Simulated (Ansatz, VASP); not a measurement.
Two plane-wave programs on CaPb2

File INCAR:

```
SYSTEM = CaPb2
PREC = Accurate
ENCUT = 520
EDIFF = 1E-6
ISMEAR = 0
SIGMA = 0.1
LREAL = .FALSE.
LASPH = .TRUE.
NELM = 100
ALGO = Fast
ISIF = 2
LWAVE = .FALSE.
LCHARG = .FALSE.
GGA = PE
NBANDS = 26
```

KPOINTS

```
regular mesh
0
G
  6 6 6
  0 0 0
```

Contents of POSCAR:

```
CaPb2
1.0
    2.0715827172      1.1960288394      6.2567097435
   -2.0715827172      1.1960288394      6.2567097435
    0.0000000000     -2.3920576788      6.2567097435
Ca Pb
1 2
Direct
    0.0000000000      0.0000000000      0.0000000000
    0.7500000000      0.7500000000      0.7500000000
    0.2500000000      0.2500000000      0.2500000000
```

Input for Ansatz:

```yaml
crystal:
  lattice:
    - [2.0715827172, 1.1960288394, 6.2567097435]
    - [-2.0715827172, 1.1960288394, 6.2567097435]
    - [0.0, -2.3920576788, 6.2567097435]
  atoms:
    - { symbol: Ca, position: [0.0, 0.0, 0.0] }
    - { symbol: Pb, position: [0.75, 0.75, 0.75] }
    - { symbol: Pb, position: [0.25, 0.25, 0.25] }
basis:
  ecutwfc: 420
kpoints:
  mp_grid: { grid: [6, 6, 6] }
hamiltonian:
  xc: pbe
scf:
  occupations: { method: gaussian, width: 0.1 }
  lower_state_search: "off"
output:
  forces: true
  stress: true
  eigenvalues: true
```

Alike in both runs: task single point; functional PBE; k mesh 6 × 6 × 6; occupations gaussian, width 0.1 eV; no spin polarisation.

|  | VASP | Ansatz |
| --- | --- | --- |
| version | VASP 6.6.1 | Ansatz 0.2.0 |
| potentials or method | VASP PAW PBE potentials, release 64 (Ca_sv, Pb_d), cutoff 520 eV | scalar-relativistic, plane waves, PAW |
| valence electrons in the cell | 38 | 38 |

|  | VASP | Ansatz | Ansatz less VASP |
| --- | --- | --- | --- |
| gap on the k mesh at the Fermi level (eV) | none | none | - |
| pressure (GPa) | 9.2 | 9.1 | -0.06 |
| traceless stress, the component that is largest in VASP (GPa) | -1.26 | -1.25 | +0.008 |
| rms of the force components (eV/Å) | 1.358 | 1.350 | -0.0080 |

Atom by atom the forces differ by 0.008 eV/Å (rms over components). A gap of «none» marks a metal or a gap that the smearing closes.

Spin-orbit coupling is off throughout.
